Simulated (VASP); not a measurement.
# MgZn4O (P4mm) in VASP: relaxation of cell and atoms with PBE

Aim: the relaxation of cell and atoms of MgZn4O with PBE.

Program: VASP 6.6.1. These are calculated values, not measurements. Logs are shortened: lines on timing, memory, paths and dates and some standing lists are left out, and cuts for length are marked.

### 1 The cell of the first run

It takes space group P4mm (No. 99, tetragonal). The conventional cell has a = 4.141 Å, b = 4.141 Å, c = 5.179 Å, α = 90.00°, β = 90.00°, γ = 90.00°. Mg (site symmetry 4mm) has 8 Zn at 2.68 to 3.39 Å and 4 O at 3.29 Å within 3.5 Å. Within 2.8 Å of Zn (site symmetry m) lie 5 Zn at 1.92 to 2.72 Å and 1 O at 2.03 Å and 1 Mg at 2.68 Å. O (site symmetry 4mm) has 4 Zn at 2.03 Å within 2.7 Å.

The cell was generated, and may not be a known phase.

### 2 Relaxation of cell and atoms, PBE

INCAR reads:

```
SYSTEM = MgZn4O
PREC = Accurate
ENCUT = 840
EDIFF = 1E-7
ISMEAR = 0
SIGMA = 0.2
LREAL = .FALSE.
LASPH = .TRUE.
NELM = 120
ALGO = Normal
ISIF = 3
LWAVE = .FALSE.
LCHARG = .FALSE.
GGA = PE
IBRION = 2
NSW = 36
EDIFFG = -0.08
GGA_COMPAT = .FALSE.
NELMIN = 4
```

KPOINTS reads:

```
Automatic mesh
0
G
  4 4 3
  0 0 0
```

POSCAR reads:

```
MgZn4O
1.0
    4.1408472200      0.0000000000      0.0000000000
    0.0000000000      4.1408472200      0.0000000000
    0.0000000000      0.0000000000      5.1790157500
Mg Zn O
1 4 1
Direct
    0.0000000000      0.0000000000      0.6202066500
    0.7323099200      0.7323099200      0.0390274000
    0.2676900800      0.2676900800      0.0390274000
    0.2676900800      0.7323099200      0.0390274000
    0.7323099200      0.2676900800      0.0390274000
    0.5000000000      0.5000000000      0.3308878300
```

Potentials or basis: VASP PAW PBE potentials, release 64 (Mg_sv, Zn, O).

The run is started by

```console
$ cat potpaw_PBE.64/Mg_sv/POTCAR potpaw_PBE.64/Zn/POTCAR potpaw_PBE.64/O/POTCAR > POTCAR
$ mpirun -np 1 vasp_std > vasp.out
```

OUTCAR:

```text
SYSTEM = MgZn4O
   PREC = Accurate
   ENCUT = 840
   EDIFF = 1E-7
   ISMEAR = 0
   LREAL = .FALSE.
   LASPH = .TRUE.
   NELM = 120
   ISIF = 3
   GGA = PE
   IBRION = 2
   NSW = 36
   EDIFFG = -0.08
   NELMIN = 4

 ion  position               nearest neighbor table
   1  0.000  0.000  0.620-
   2  0.732  0.732  0.039-   4 1.92   5 1.92   6 2.03   5 2.22   4 2.22   3 2.72   3 2.94   3 2.94

   3  0.268  0.268  0.039-   4 1.92   5 1.92   6 2.03   4 2.22   5 2.22   2 2.72   2 2.94   2 2.94

   4  0.268  0.732  0.039-   2 1.92   3 1.92   6 2.03   3 2.22   2 2.22   5 2.72   5 2.94   5 2.94

   5  0.732  0.268  0.039-   2 1.92   3 1.92   6 2.03   3 2.22   2 2.22   4 2.72   4 2.94   4 2.94

   6  0.500  0.500  0.331-   2 2.03   3 2.03   4 2.03   5 2.03

  LATTYP: Found a simple tetragonal cell.
 ALAT       =     4.1408472200
 C/A-ratio  =     1.2507140387

  Lattice vectors:

 A1 = (   4.1408472200,   0.0000000000,   0.0000000000)
 A2 = (   0.0000000000,   4.1408472200,   0.0000000000)
 A3 = (   0.0000000000,   0.0000000000,   5.1790157500)

Analysis of symmetry for initial positions (statically):
=====================================================================
 Subroutine PRICEL returns:
 Original cell was already a primitive cell.

 Routine SETGRP: Setting up the symmetry group for a
 simple tetragonal supercell.

 Subroutine GETGRP returns: Found  8 space group operations
 (whereof  8 operations were pure point group operations)
 out of a pool of 16 trial point group operations.

The static configuration has the point symmetry C_4v.

Analysis of symmetry for dynamics (positions and initial velocities):
=====================================================================
 Subroutine PRICEL returns:
 Original cell was already a primitive cell.

 Routine SETGRP: Setting up the symmetry group for a
 simple tetragonal supercell.

 Subroutine GETGRP returns: Found  8 space group operations
 (whereof  8 operations were pure point group operations)
 out of a pool of 16 trial point group operations.

The dynamic configuration has the point symmetry C_4v.

 Subroutine INISYM returns: Found  8 space group operations
 (whereof  8 operations are pure point group operations),
 and found     1 'primitive' translations

----------------------------------------------------------------------------------------

                                     Primitive cell

  volume of cell :      88.8026

  direct lattice vectors                    reciprocal lattice vectors
     4.140847220  0.000000000  0.000000000     0.241496473  0.000000000  0.000000000
     0.000000000  4.140847220  0.000000000     0.000000000  0.241496473  0.000000000
     0.000000000  0.000000000  5.179015750     0.000000000  0.000000000  0.193086881

  length of vectors
     4.140847220  4.140847220  5.179015750     0.241496473  0.241496473  0.193086881

  position of ions in fractional coordinates (direct lattice)
     0.000000000  0.000000000  0.620206650
     0.732309920  0.732309920  0.039027400
     0.267690080  0.267690080  0.039027400
     0.267690080  0.732309920  0.039027400
     0.732309920  0.267690080  0.039027400
     0.500000000  0.500000000  0.330887830

  ion indices of the primitive-cell ions
   primitive index   ion index
                 1           1
                 2           2
                 3           3
                 4           4
                 5           5
                 6           6

----------------------------------------------------------------------------------------

 KPOINTS: Automatic mesh

Automatic generation of k-mesh.
 Grid dimensions read from file:
 generate k-points for:    4    4    3

 Generating k-lattice:

  Cartesian coordinates                     Fractional coordinates (reciprocal lattice)
     0.060374118  0.000000000  0.000000000     0.250000000  0.000000000  0.000000000
     0.000000000  0.060374118  0.000000000     0.000000000  0.250000000  0.000000000
     0.000000000  0.000000000  0.064362294     0.000000000  0.000000000  0.333333333

  Length of vectors
     0.060374118  0.060374118  0.064362294

  Shift w.r.t. Gamma in fractional coordinates (k-lattice)
     0.000000000  0.000000000  0.000000000

 Subroutine IBZKPT returns following result:
 ===========================================

 Found     12 irreducible k-points:

 Following reciprocal coordinates:
            Coordinates               Weight
  0.000000  0.000000  0.000000      1.000000
  0.250000  0.000000  0.000000      4.000000
  0.500000  0.000000  0.000000      2.000000
  0.250000  0.250000  0.000000      4.000000
  0.500000  0.250000  0.000000      4.000000
  0.500000  0.500000  0.000000      1.000000
  0.000000  0.000000  0.333333      2.000000
  0.250000  0.000000  0.333333      8.000000
  0.500000  0.000000  0.333333      4.000000
  0.250000  0.250000  0.333333      8.000000
  0.500000  0.250000  0.333333      8.000000
  0.500000  0.500000  0.333333      2.000000
   k-points           NKPTS =     12   k-points in BZ     NKDIM =     12   number of bands    NBANDS=     38
   number of dos      NEDOS =    301   number of ions     NIONS =      6
   total plane-waves  NPLWV =  80000
   dimension x,y,z NGX =    40 NGY =   40 NGZ =   50
   dimension x,y,z NGXF=    80 NGYF=   80 NGZF=  100
   ions per type =               1   4   1
   NGX,Y,Z   is equivalent  to a cutoff of  16.06, 16.06, 16.05 a.u.
   NGXF,Y,Z  is equivalent  to a cutoff of  32.12, 32.12, 32.10 a.u.
 SYSTEM =  MgZn4O
   PREC   = accura    normal or accurate (medium, high low for compatibility)
   ISTART =      0    job   : 0-new  1-cont  2-samecut
   ICHARG =      2    charge: 1-file 2-atom 10-const
   ISPIN  =      1    spin polarized calculation?
   LNONCOLLINEAR =      F non collinear calculations
   LSORBIT =      F    spin-orbit coupling
   LASPH  =      T    aspherical Exc in radial PAW
   ENCUT  =  840.0 eV  61.74 Ry    7.86 a.u.   9.79  9.79 12.24*2*pi/ulx,y,z
   NELM   =    120;   NELMIN=  4; NELMDL= -5     # of ELM steps
   EDIFF  = 0.1E-06   stopping-criterion for ELM
   LREAL  =      F    real-space projection
   EDIFFG = -.8E-01   stopping-criterion for IOM
   NSW    =     36    number of steps for IOM
   IBRION =      2    ionic relax: 0-MD 1-quasi-New 2-CG
   NFREE  =      1    steps in history (QN), initial steepest desc. (CG)
   ISIF   =      3    stress and relaxation
   ISYM   =      2    0-nonsym 1-usesym 2-fastsym
   POTIM  = 0.5000    time-step for ionic-motion
   TEBEG  =    0.0;   TEEND  =   0.0 temperature during run
   PSTRESS=    0.0 pullay stress
   NELECT =      64.0000    total number of electrons
   NUPDOWN=      -1.0000    fix difference up-down
   EMIN   =  10.00;   EMAX   =-10.00  energy-range for DOS
   EFERMI =   0.00;   METHOD = LEGACY
   ISMEAR =     0;   SIGMA  =   0.20  broadening in eV -4-tet -1-fermi 0-gaus
   EFERMI_NEDOS =   21; number of points for ismear=-14 and -15
   IALGO  =     38    algorithm
   IMIX   =      4    mixing-type and parameters
     AMIX     =   0.40;   BMIX     =  1.00
     AMIX_MAG =   1.60;   BMIX_MAG =  1.00
  volume/ion in A,a.u.               =      14.80        99.88
  Fermi-wavevector in a.u.,A,eV,Ry     =   1.467775  2.773693 29.311911  2.154365
  Thomas-Fermi vector in A             =   2.583353
   LORBIT       =      0    0 simple, 1 ext, 2 COOP (PROOUT), +10 PAW based schemes
   GGA     = PE    functional components
   LHFCALC =     F    Hartree Fock is set to
   AEXX    =    0.0000 exact exchange contribution
   IVDW    =     0    specifies the selected vdW correction
   LEPSILON=     F    determine dielectric tensor
   LRPA    =     F    only Hartree local field effects (RPA)
 conjugate gradient relaxation of ions
 non-spin polarized calculation
 Gauss-broadening in eV      SIGMA  =   0.20
  energy-cutoff  :      840.00
  volume of cell :       88.80
 maximum number of plane-waves:      4930
 NGX is ok and might be reduce to    40
   NGX = 19   NGY = 19   NGZ = 25

--------------------------------------- Ionic step        1  -------------------------------------------

 number of electron      64.0000000 magnetization

 Free energy of the ion-electron system (eV)
  ---------------------------------------------------
  ext. energy  EPLUGINS =         0.00000000
  ---------------------------------------------------
  free energy    TOTEN  =        -2.73726997 eV

  energy without entropy =       -2.70702058  energy(sigma->0) =       -2.72214527

 E-fermi :   3.3136     XC(G=0): -10.4941

 val. band max:        3.1595040415   @ k =   0.5000   0.0000   0.0000
 cond. band min:       3.3243757475   @ k =   0.2500   0.2500   0.0000
 fundamental gap:      0.1648717060
 Fermi energy:         3.3135533160

 k-point     1 :       0.0000    0.0000    0.0000
  band No.  band energies     occupation
      1     -73.7261      2.00000
      2     -40.4978      2.00000
      3     -40.4978      2.00000
      4     -40.4736      2.00000
      5     -15.9919      2.00000
      6      -8.6432      2.00000
[... 594 lines left out ...]
  FREE ENERGIE OF THE ION-ELECTRON SYSTEM (eV)
  ---------------------------------------------------
  free  energy   TOTEN  =        -6.6119020784 eV

  energy  without entropy=       -6.5830155242  energy(sigma->0) =       -6.59745880

 E-fermi :  -0.0859     XC(G=0):  -8.1806

 val. band max:       -0.1787535930   @ k =   0.2500   0.2500   0.0000
 cond. band min:       0.0524873436   @ k =   0.5000   0.5000   0.0000
 fundamental gap:      0.2312409367
 Fermi energy:        -0.0858830753

 k-point     1 :       0.0000    0.0000    0.0000
  band No.  band energies     occupation
      1     -77.0666      2.00000
      2     -43.8528      2.00000
      3     -43.8528      2.00000
      4     -43.8028      2.00000
      5     -15.6971      2.00000
      6      -8.7945      2.00000
[... 481 lines left out ...]
     37       4.5036      0.00000
     38       4.6509      0.00000

[... ionic steps 4 to 21 ...]

--------------------------------------- Ionic step       22  -------------------------------------------

 number of electron      63.9999953 magnetization

------------------------ aborting loop because EDIFF is reached ----------------------------------------

  FORCE on cell =-STRESS in cart. coord.  units (eV):
  Direction    XX          YY          ZZ          XY          YZ          ZX
  --------------------------------------------------------------------------------------
  -------------------------------------------------------------------------------------
  Total        0.1585852      0.1585852     -0.3098140      0.0000000      0.0000000      0.0000000
  in kB        2.0236804      2.0236804     -3.9534862      0.0000000      0.0000000      0.0000000
  external PRESSURE =       0.0312915 kB  Pullay stress =       0.0000000 kB
[... 65 lines left out ...]
  energy  without entropy=      -11.9298774764  energy(sigma->0) =      -11.94412142

--------------------------------------- Ionic step       24  -------------------------------------------

 number of electron      63.9999947 magnetization

 Free energy of the ion-electron system (eV)
  ---------------------------------------------------
  ext. energy  EPLUGINS =         0.00000000
  ---------------------------------------------------
  free energy    TOTEN  =       -11.96145374 eV

  energy without entropy =      -11.93319975  energy(sigma->0) =      -11.94732675

 E-fermi :   1.4509     XC(G=0):  -9.0425

 val. band max:        1.3981069605   @ k =   0.2500   0.0000   0.3333
 cond. band min:       1.6546132702   @ k =   0.5000   0.2500   0.0000
 fundamental gap:      0.2565063097
 Fermi energy:         1.4509410150

 k-point     1 :       0.0000    0.0000    0.0000
  band No.  band energies     occupation
      1     -74.8501      2.00000
      2     -41.6267      2.00000
      3     -41.6267      2.00000
      4     -41.6112      2.00000
      5     -17.9759      2.00000
      6      -7.0893      2.00000
[... 514 lines left out ...]
  FREE ENERGIE OF THE ION-ELECTRON SYSTEM (eV)
  ---------------------------------------------------
  free  energy   TOTEN  =       -11.9614537433 eV

  energy  without entropy=      -11.9331997509  energy(sigma->0) =      -11.94732675

 reached required accuracy - stopping structural energy minimisation
```

Run time: 34 min. Hardware: 1 thread of AMD EPYC 7R43 (Zen 3), shared host; peak memory 0.27 GiB.

What came out:

* Free energy: -11.9615 eV
* Relaxed volume: 20.79 Å³/atom
* Relaxed cell: a = 5.470 Å, b = 5.470 Å, c = 4.170 Å, α = 90.00°, β = 90.00°, γ = 90.00°
* Space group after relaxing (to 0.1 Å): P4mm (No. 99)
* Energy gained by relaxing: 1537.4 meV/atom
* Ionic steps: 24
* Pressure after relaxing: 0.0 GPa
* Largest force after relaxing: 0.079 eV/Å
* Band gap on the k mesh: zero (bands 32 and 33 overlap by 1.91 eV)

Forces on the atoms (eV/Å):
```
Mg   0.000  0.000  0.063
Zn  -0.003 -0.003  0.004
Zn   0.003  0.003  0.004
Zn   0.003 -0.003  0.004
Zn  -0.003  0.003  0.004
O    0.000  0.000 -0.079
```

The path:
```tsv
step	energy change (eV)	largest force (eV/Å)	pressure (GPa)	volume (Å³)
1	0.0000	8.6676	55.02	88.80
2	-3.3113	4.1173	-0.07	167.93
3	-3.8746	4.1651	0.34	158.43
4	-4.3146	4.1868	0.79	150.76
5	-5.4482	4.0863	7.14	117.50
6	-7.4142	2.3210	-4.59	140.32
7	-7.4193	2.3223	-4.87	141.57
8	-8.1124	1.6721	-2.87	131.76
9	-8.5059	1.0191	1.56	120.25
10	-8.8316	0.7361	0.30	120.07
11	-8.9323	1.0127	-0.65	119.52
12	-9.0218	0.7168	0.19	117.65
13	-9.0275	0.4580	1.12	115.35
14	-9.0372	0.5529	0.75	116.29
15	-9.1076	0.2800	1.03	118.25
16	-9.1091	0.3223	1.11	118.58
17	-9.1506	0.2870	-0.51	123.36
18	-9.1549	0.3011	-1.12	125.41
19	-9.1904	0.2369	-0.71	125.70
20	-9.2077	0.1642	-0.17	125.99
21	-9.2077	0.1597	-0.13	126.00
22	-9.2129	0.1371	0.00	125.55
23	-9.2211	0.0815	0.42	124.21
24	-9.2242	0.0793	0.04	124.76
```

Final structure:
```
CELL_PARAMETERS angstrom
5.46969 0.00000 0.00000
0.00000 5.46969 0.00000
0.00000 0.00000 4.17022
ATOMIC_POSITIONS crystal
Mg 0.00000 0.00000 0.59677
Zn 0.76028 0.76028 0.09755
Zn 0.23972 0.23972 0.09755
Zn 0.23972 0.76028 0.09755
Zn 0.76028 0.23972 0.09755
O 0.50000 0.50000 0.12023
```

Caveat: the k points lie up to 0.50 Å⁻¹ apart in the final cell, too coarse for converged energies and pressures of a metal; the volume moved by over 15 % at a fixed basis, so the end points are rough; the relaxation stopped at a loose force limit of 0.08 eV/Å, so its end isn't a converged minimum.

The gap in the log of VASP goes by the Fermi energy; the results here count the filled bands.